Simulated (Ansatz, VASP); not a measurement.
## Na in VASP and in Ansatz

```
CELL_PARAMETERS angstrom
-2.11042 2.11042 2.11042
2.11042 -2.11042 2.11042
2.11042 2.11042 -2.11042
ATOMIC_POSITIONS crystal
Na 0.00000 0.00000 0.00000
```

Change from the starting cell: volume scaled by 0.99, PAW files.

Alike in both runs: task electric field gradients; functional PBEsol; k mesh 11 × 11 × 11; occupations fermi-dirac, width 0.03 eV; no spin polarisation.

```csv
,VASP,Ansatz
version,VASP 6.6.1,Ansatz 0.2.0
potentials or method,"VASP PAW PBE potentials, release 64 (Na_pv)","PAW with Ansatz's default frozen-core files, scalar-relativistic"
plane-wave cutoff (eV),520,420
valence electrons in the cell,7,9
```

```tsv
	VASP	Ansatz	Ansatz less VASP
pressure (GPa)	-0.3	-0.3	0.00
```

VASP's potentials were made for PBE, not for PBEsol. VASP's potentials hold 7 valence electrons a cell and Ansatz's 9, so a difference there can come from the potentials and not from the codes.
